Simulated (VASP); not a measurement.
# B2AsH2 (P-3m1) in VASP: notebook

Runs on B2AsH2. Level: PBE. Tasks: single point, relaxation of cell and atoms.

All numbers are computed with VASP 6.6.1; they aren't measurements. Logs are shortened: lines on timing, memory, paths and dates and some standing lists are left out, and cuts for length are marked.

## Step 1: The cell of the first run

The structure is trigonal, space group P-3m1 (No. 164). Conventional cell: a = 3.202 Å, b = 3.202 Å, c = 5.520 Å, α = 90.00°, β = 90.00°, γ = 120.00°. Within 2.6 Å of B (site symmetry 3m) lie 4 H at 1.93 to 2.05 Å and 3 B at 2.12 Å. Within 2.6 Å of H (site symmetry 3m) lie 4 B at 1.93 to 2.05 Å and 3 As at 2.29 Å. Within 3.0 Å of As (site symmetry -3m) lie 6 H at 2.29 Å and 6 B at 2.91 Å.

The cell was generated, and may not be a known phase.

## Step 2: Single point, PBE

File INCAR:

```
SYSTEM = B2AsH2
PREC = Accurate ; ENCUT = 520
EDIFF = 1E-6 ; ISMEAR = 0
SIGMA = 0.1 ; LREAL = .False.
LASPH = .True. ; NELM = 80
ALGO = Normal ; ISIF = 2
LWAVE = .False. ; LCHARG = .False.
GGA = PE ; NBANDS = 14
```

File KPOINTS:

```
Automatic mesh
0
Gamma
  6 6 4
  0 0 0
```

File POSCAR:

```
B2AsH2
1.0
    3.2022202100      0.0000000000      0.0000000000
   -1.6011101000      2.7732040500      0.0000000000
    0.0000000000      0.0000000000      5.5196706500
B H As
2 2 1
Direct
    0.6666666700      0.3333333300      0.5937268100
    0.3333333300      0.6666666700      0.4062731900
    0.6666666700      0.3333333300      0.2438246200
    0.3333333300      0.6666666700      0.7561753800
    0.0000000000      0.0000000000      0.0000000000
```

Potentials or basis: VASP PAW PBE potentials, release 64 (B, H, As).

Run with:

```console
cat potpaw_PBE.64/B/POTCAR potpaw_PBE.64/H/POTCAR potpaw_PBE.64/As/POTCAR > POTCAR
mpirun -np 1 vasp_std > vasp.out
```

OUTCAR:

```text
SYSTEM = B2AsH2
   PREC = Accurate
   ENCUT = 520
   EDIFF = 1E-6
   ISMEAR = 0
   LREAL = .False.
   LASPH = .True.
   NELM = 80
   ISIF = 2
   GGA = PE

 ion  position               nearest neighbor table
   1  0.667  0.333  0.594-   2 2.12   2 2.12   2 2.12
   2  0.333  0.667  0.406-   1 2.12   1 2.12   1 2.12
   3  0.667  0.333  0.244-
   4  0.333  0.667  0.756-
   5  0.000  0.000  0.000-

  LATTYP: Found a hexagonal cell.
 ALAT       =     3.2022202100
 C/A-ratio  =     1.7237011473

  Lattice vectors:

 A1 = (   3.2022202100,   0.0000000000,   0.0000000000)
 A2 = (  -1.6011101000,   2.7732040500,   0.0000000000)
 A3 = (   0.0000000000,   0.0000000000,   5.5196706500)

Analysis of symmetry for initial positions (statically):
=====================================================================
 Subroutine PRICEL returns:
 Original cell was already a primitive cell.

 Routine SETGRP: Setting up the symmetry group for a
 hexagonal supercell.

 Subroutine GETGRP returns: Found 12 space group operations
 (whereof 12 operations were pure point group operations)
 out of a pool of 24 trial point group operations.

The static configuration has the point symmetry D_3d.

Analysis of symmetry for dynamics (positions and initial velocities):
=====================================================================
 Subroutine PRICEL returns:
 Original cell was already a primitive cell.

 Routine SETGRP: Setting up the symmetry group for a
 hexagonal supercell.

 Subroutine GETGRP returns: Found 12 space group operations
 (whereof 12 operations were pure point group operations)
 out of a pool of 24 trial point group operations.

The dynamic configuration has the point symmetry D_3d.

 Subroutine INISYM returns: Found 12 space group operations
 (whereof 12 operations are pure point group operations),
 and found     1 'primitive' translations

----------------------------------------------------------------------------------------

                                     Primitive cell

  volume of cell :      49.0169

  direct lattice vectors                    reciprocal lattice vectors
     3.202220210  0.000000000  0.000000000     0.312283333  0.180296866  0.000000000
    -1.601110100  2.773204050  0.000000000     0.000000000  0.360593733  0.000000000
     0.000000000  0.000000000  5.519670650     0.000000000  0.000000000  0.181170230

  length of vectors
     3.202220210  3.202220207  5.519670650     0.360593732  0.360593733  0.181170230

  position of ions in fractional coordinates (direct lattice)
     0.666666670  0.333333330  0.593726810
     0.333333330  0.666666670  0.406273190
     0.666666670  0.333333330  0.243824620
     0.333333330  0.666666670  0.756175380
     0.000000000  0.000000000  0.000000000

  ion indices of the primitive-cell ions
   primitive index   ion index
                 1           1
                 2           2
                 3           3
                 4           4
                 5           5

----------------------------------------------------------------------------------------

 KPOINTS: Automatic mesh

Automatic generation of k-mesh.
 Grid dimensions read from file:
 generate k-points for:    6    6    4

 Generating k-lattice:

  Cartesian coordinates                     Fractional coordinates (reciprocal lattice)
     0.052047222  0.030049478  0.000000000     0.166666667 -0.000000000  0.000000000
     0.000000000  0.060098955  0.000000000     0.000000000  0.166666667  0.000000000
     0.000000000  0.000000000  0.045292557     0.000000000  0.000000000  0.250000000

  Length of vectors
     0.060098955  0.060098955  0.045292557

  Shift w.r.t. Gamma in fractional coordinates (k-lattice)
     0.000000000  0.000000000  0.000000000

 Subroutine IBZKPT returns following result:
 ===========================================

 Found     24 irreducible k-points:

 Following reciprocal coordinates:
            Coordinates               Weight
  0.000000  0.000000  0.000000      1.000000
  0.166667  0.000000  0.000000      6.000000
  0.333333  0.000000  0.000000      6.000000
  0.500000  0.000000  0.000000      3.000000
  0.166667  0.166667  0.000000      6.000000
  0.333333  0.166667  0.000000     12.000000
[... 16 lines left out ...]
  0.333333  0.166667  0.500000     12.000000
  0.333333  0.333333  0.500000      2.000000
   k-points           NKPTS =     24   k-points in BZ     NKDIM =     24   number of bands    NBANDS=     14
   number of dos      NEDOS =    301   number of ions     NIONS =      5
   total plane-waves  NPLWV =  24192
   dimension x,y,z NGX =    24 NGY =   24 NGZ =   42
   dimension x,y,z NGXF=    48 NGYF=   48 NGZF=   84
   ions per type =               2   2   1
   NGX,Y,Z   is equivalent  to a cutoff of  12.46, 12.46, 12.65 a.u.
   NGXF,Y,Z  is equivalent  to a cutoff of  24.92, 24.92, 25.30 a.u.
 SYSTEM =  B2AsH2
   PREC   = accura    normal or accurate (medium, high low for compatibility)
   ISTART =      0    job   : 0-new  1-cont  2-samecut
   ICHARG =      2    charge: 1-file 2-atom 10-const
   ISPIN  =      1    spin polarized calculation?
   LNONCOLLINEAR =      F non collinear calculations
   LSORBIT =      F    spin-orbit coupling
   LASPH  =      T    aspherical Exc in radial PAW
   ENCUT  =  520.0 eV  38.22 Ry    6.18 a.u.   5.95  5.95 10.26*2*pi/ulx,y,z
   NELM   =     80;   NELMIN=  2; NELMDL= -5     # of ELM steps
   EDIFF  = 0.1E-05   stopping-criterion for ELM
   LREAL  =      F    real-space projection
   EDIFFG = 0.1E-04   stopping-criterion for IOM
   NSW    =      0    number of steps for IOM
   IBRION =     -1    ionic relax: 0-MD 1-quasi-New 2-CG
   NFREE  =      0    steps in history (QN), initial steepest desc. (CG)
   ISIF   =      2    stress and relaxation
   ISYM   =      2    0-nonsym 1-usesym 2-fastsym
   POTIM  = 0.5000    time-step for ionic-motion
   TEBEG  =    0.0;   TEEND  =   0.0 temperature during run
   PSTRESS=    0.0 pullay stress
   NELECT =      13.0000    total number of electrons
   NUPDOWN=      -1.0000    fix difference up-down
   EMIN   =  10.00;   EMAX   =-10.00  energy-range for DOS
   EFERMI =   0.00;   METHOD = LEGACY
   ISMEAR =     0;   SIGMA  =   0.10  broadening in eV -4-tet -1-fermi 0-gaus
   EFERMI_NEDOS =   21; number of points for ismear=-14 and -15
   IALGO  =     38    algorithm
   IMIX   =      4    mixing-type and parameters
     AMIX     =   0.40;   BMIX     =  1.00
     AMIX_MAG =   1.60;   BMIX_MAG =  1.00
  volume/ion in A,a.u.               =       9.80        66.16
  Fermi-wavevector in a.u.,A,eV,Ry     =   1.051818  1.987648 15.052409  1.106321
  Thomas-Fermi vector in A             =   2.186876
   LORBIT       =      0    0 simple, 1 ext, 2 COOP (PROOUT), +10 PAW based schemes
   GGA     = PE    functional components
   LHFCALC =     F    Hartree Fock is set to
   AEXX    =    0.0000 exact exchange contribution
   IVDW    =     0    specifies the selected vdW correction
   LEPSILON=     F    determine dielectric tensor
   LRPA    =     F    only Hartree local field effects (RPA)
 non-spin polarized calculation
 Gauss-broadening in eV      SIGMA  =   0.10
  energy-cutoff  :      520.00
  volume of cell :       49.02
 maximum number of plane-waves:      1344
   NGX = 11   NGY = 11   NGZ = 21

 number of electron      12.9999999 magnetization

 Free energy of the ion-electron system (eV)
  ---------------------------------------------------
  ext. energy  EPLUGINS =         0.00000000
  ---------------------------------------------------
  free energy    TOTEN  =       -17.55401843 eV

  energy without entropy =      -17.54360491  energy(sigma->0) =      -17.54881167

 E-fermi :   4.1027     XC(G=0): -10.4718

 val. band max:        4.0211247938   @ k =   0.3333   0.1667   0.5000
 cond. band min:       4.1183323740   @ k =   0.5000   0.0000   0.5000
 fundamental gap:      0.0972075802
 Fermi energy:         4.1026864570

 k-point     1 :       0.0000    0.0000    0.0000
  band No.  band energies     occupation
      1      -9.8371      2.00000
      2      -5.2476      2.00000
      3      -4.2493      2.00000
      4       5.8839      0.00000
      5       5.8839      0.00000
      6       6.0192      0.00000
      7       7.0316      0.00000
      8       7.0316      0.00000
      9       7.5184      0.00000
     10       7.8591      0.00000
     11       8.9462      0.00000
     12      10.2848      0.00000
     13      10.2848      0.00000
     14      13.3682      0.00000

 k-point     2 :       0.1667    0.0000    0.0000
  band No.  band energies     occupation
      1      -9.3533      2.00000
      2      -4.8679      2.00000
      3      -3.7696      2.00000
      4       2.8367      2.00000
      5       4.4841      0.00000
      6       4.8143      0.00000
      7       6.8855      0.00000
      8       7.0299      0.00000
      9       7.4412      0.00000
     10       7.6779      0.00000
     11       8.1369      0.00000
     12      10.3688      0.00000
     13      10.4734      0.00000
     14      12.4780      0.00000

 k-point     3 :       0.3333    0.0000    0.0000
  band No.  band energies     occupation
      1      -7.9549      2.00000
      2      -4.0237      2.00000
      3      -2.4719      2.00000
      4      -0.5497      2.00000
      5       1.8419      2.00000
      6       3.5938      2.00000
      7       3.6525      2.00000
      8       6.3480      0.00000
      9       6.5271      0.00000
     10       7.2197      0.00000
     11       8.7108      0.00000
     12      10.2392      0.00000
     13      10.5268      0.00000
     14      12.5081      0.00000

 k-point     4 :       0.5000    0.0000    0.0000
  band No.  band energies     occupation
      1      -6.4099      2.00000
      2      -4.6681      2.00000
      3      -1.5396      2.00000
      4      -0.2152      2.00000
      5       0.2375      2.00000
      6       0.7569      2.00000
      7       3.2267      2.00000
      8       6.0101      0.00000
      9       6.0210      0.00000
     10       7.0242      0.00000
     11       9.5848      0.00000
     12      10.0592      0.00000
     13      10.0848      0.00000
     14      13.2133      0.00000

 k-point     5 :       0.1667    0.1667    0.0000
  band No.  band energies     occupation
      1      -8.4078      2.00000
      2      -4.2006      2.00000
      3      -2.8592      2.00000
      4       1.1045      2.00000
      5       1.1940      2.00000
      6       4.3197      0.00215
      7       4.9924      0.00000
      8       5.3790      0.00000
      9       5.9307      0.00000
     10       8.2144      0.00000
     11       8.7459      0.00000
[... 276 lines left out ...]
 k-point    22 :       0.1667    0.1667    0.5000
  band No.  band energies     occupation
      1      -8.0404      2.00000
      2      -5.9313      2.00000
      3      -0.3111      2.00000
      4       1.6296      2.00000
      5       1.7820      2.00000
      6       2.8216      2.00000
      7       3.5171      2.00000
      8       3.7201      2.00000
      9       7.8076      0.00000
     10       8.2613      0.00000
     11       9.0788      0.00000
     12      10.7709      0.00000
     13      11.7250      0.00000
     14      12.0922      0.00000

 k-point    23 :       0.3333    0.1667    0.5000
  band No.  band energies     occupation
      1      -6.4524      2.00000
      2      -4.2711      2.00000
      3      -2.4061      2.00000
      4      -1.0770      2.00000
      5       1.1938      2.00000
      6       1.7503      2.00000
      7       4.0211      1.75128
      8       4.5954      0.00000
      9       6.4726      0.00000
     10       6.6438      0.00000
     11       8.2066      0.00000
     12      10.1950      0.00000
     13      11.6390      0.00000
     14      11.9215      0.00000

 k-point    24 :       0.3333    0.3333    0.5000
  band No.  band energies     occupation
      1      -5.5948      2.00000
      2      -2.8689      2.00000
      3      -2.8689      2.00000
      4      -1.1370      2.00000
      5      -1.1370      2.00000
      6       0.0036      2.00000
      7       5.6949      0.00000
      8       5.7712      0.00000
      9       5.7712      0.00000
     10       6.6404      0.00000
     11       6.6404      0.00000
     12       8.9371      0.00000
     13      12.9334      0.00000
     14      12.9334      0.00000

------------------------ aborting loop because EDIFF is reached ----------------------------------------

  FORCE on cell =-STRESS in cart. coord.  units (eV):
  Direction    XX          YY          ZZ          XY          YZ          ZX
  --------------------------------------------------------------------------------------
  -------------------------------------------------------------------------------------
  Total       -5.3951794     -5.3951794     -7.7989909     -0.0000000      0.0000000     -0.0000000
  in kB     -176.3478975   -176.3478975   -254.9193544     -0.0000003      0.0000000     -0.0000000
  external PRESSURE =    -202.5383831 kB  Pullay stress =       0.0000000 kB

 VOLUME and BASIS-vectors are now :
 -----------------------------------------------------------------------------
  energy-cutoff  :      520.00
  volume of cell :       49.02
      direct lattice vectors                 reciprocal lattice vectors
     3.202220210  0.000000000  0.000000000     0.312283333  0.180296866  0.000000000
    -1.601110100  2.773204050  0.000000000     0.000000000  0.360593733  0.000000000
     0.000000000  0.000000000  5.519670650     0.000000000  0.000000000  0.181170230

 POSITION                                       TOTAL-FORCE (eV/Angst)
 -----------------------------------------------------------------------------------
      1.60111      0.92440      3.27718         0.000000      0.000000     -2.572266
     -0.00000      1.84880      2.24249        -0.000000     -0.000000      2.572266
      1.60111      0.92440      1.34583        -0.000000      0.000000      0.374340
     -0.00000      1.84880      4.17384        -0.000000      0.000000     -0.374340
      0.00000      0.00000      0.00000         0.000000      0.000000      0.000000
 -----------------------------------------------------------------------------------
    total drift:                               -0.000000      0.000000      0.000000

  FREE ENERGIE OF THE ION-ELECTRON SYSTEM (eV)
  ---------------------------------------------------
  free  energy   TOTEN  =       -17.5540184346 eV

  energy  without entropy=      -17.5436049095  energy(sigma->0) =      -17.54881167
```

Run time: 27 s. Hardware: 1 thread of Intel Xeon 8259CL, shared host; peak memory 0.16 GiB.

Results:

```yaml
Free_energy: -17.5540 eV
Pressure: -20.3 GPa
Largest_force: 2.572 eV/Å
Band_gap_on_the_k_mesh: zero (an odd number of electrons rules out a gap without spin polarisation)
```

Forces in eV/Å, atoms in the order of the input:
```
B    0.000  0.000 -2.572
B    0.000  0.000  2.572
H    0.000  0.000  0.374
H    0.000  0.000 -0.374
As   0.000  0.000  0.000
```

Stress tensor (GPa, compression positive):
```
-17.63   0.00   0.00
  0.00 -17.63   0.00
  0.00   0.00 -25.49
```

Caveat: the k points lie up to 0.38 Å⁻¹ apart, too coarse for converged energies and pressures of a metal; an odd number of electrons without spin polarisation forces a metal; a magnetic or distorted state may lie lower.

## Step 3: Single point, PBE

This run uses another cell than the first one, of 11.55 Å³/atom.

File INCAR:

```
SYSTEM = B2AsH2
PREC     = Accurate       ! precision mode
ENCUT    = 520            ! plane-wave cutoff, eV
EDIFF    = 1E-6           ! SCF threshold, eV
ISMEAR   = 0              ! smearing method
SIGMA    = 0.1            ! smearing width, eV
LREAL    = .FALSE.        ! projectors in reciprocal space
LASPH    = .TRUE.         ! aspherical terms in the spheres
NELM     = 60             ! most SCF steps
ALGO     = Normal         ! electronic algorithm
ISIF     = 2              ! what is computed and relaxed
LWAVE    = .FALSE.        ! write WAVECAR
LCHARG   = .TRUE.         ! write CHGCAR
GGA      = PE             ! functional
LELF     = .TRUE.         ! ELF
LVHAR    = .TRUE.       
NBANDS   = 14             ! bands
```

File KPOINTS:

```
regular mesh
0
G
  6 6 4
  0 0 0
```

File POSCAR:

```
B2AsH2
1.0
    2.6578824835     -0.0000000024      0.0000000000
   -1.3289412397      2.3017937522      0.0000000000
    0.0000000000      0.0000000000      9.4435383529
B H As
2 2 1
Direct
    0.6666666667      0.3333333333      0.4475565237
    0.3333333333      0.6666666667      0.5524434763
    0.6666666667      0.3333333333      0.3214022967
    0.3333333333      0.6666666667      0.6785977033
    0.0000000000      0.0000000000      0.0000000000
```

Potentials or basis: VASP PAW PBE potentials, release 64 (B, H, As).

Run with:

```console
cat potpaw_PBE.64/B/POTCAR potpaw_PBE.64/H/POTCAR potpaw_PBE.64/As/POTCAR > POTCAR
mpirun -np 1 vasp_std > vasp.out
```

Wall time 72 s (1 thread of Intel Xeon 8259CL, shared host); peak memory 0.17 GiB.

The run converged. Its results:

```yaml
Free_energy: -22.2359 eV
Pressure: 0.1 GPa
Largest_force: 0.039 eV/Å
Band_gap_on_the_k_mesh: zero (an odd number of electrons rules out a gap without spin polarisation)
```

Forces on the atoms (eV/Å):
```
B    0.000  0.000  0.039
B    0.000  0.000 -0.039
H    0.000  0.000 -0.016
H    0.000  0.000  0.016
As   0.000  0.000  0.000
```

Stress tensor (GPa, compression positive):
```
0.02 0.00 0.00
0.00 0.02 0.00
0.00 0.00 0.13
```

Levels at points of the mesh, in eV from the Fermi level:
| k point | band 2 | band 3 | band 4 | band 5 | band 6 | band 7 | band 8 | band 9 | band 10 | band 11 |
| --- | --- | --- | --- | --- | --- | --- | --- | --- | --- | --- |
| (0.00, 0.00, 0.00) | -11.83 | -7.38 | -4.46 | -3.69 | 4.86 | 5.45 | 5.45 | 5.88 | 8.63 | 8.63 |
| (0.50, 0.00, 0.00) | -7.02 | -6.70 | -5.87 | -3.67 | -2.45 | 0.34 | 2.08 | 3.94 | 5.20 | 5.70 |
| (0.00, 0.00, 0.50) | -11.83 | -7.28 | -5.05 | -3.03 | 3.48 | 5.45 | 5.45 | 8.57 | 8.63 | 8.63 |
| (0.50, 0.00, 0.50) | -7.01 | -6.72 | -5.87 | -3.66 | -2.44 | 0.30 | 2.08 | 3.94 | 4.74 | 6.44 |

Caveat: the k points lie up to 0.45 Å⁻¹ apart, too coarse for converged energies and pressures of a metal; this functional lacks dispersion, which binds layers or chains, so the pressure and a relaxed spacing across them are unreliable; an odd number of electrons without spin polarisation forces a metal; a magnetic or distorted state may lie lower.

(Continued in part 2 of 2.)

The gap in the log of VASP goes by the Fermi energy; the results here count the filled bands.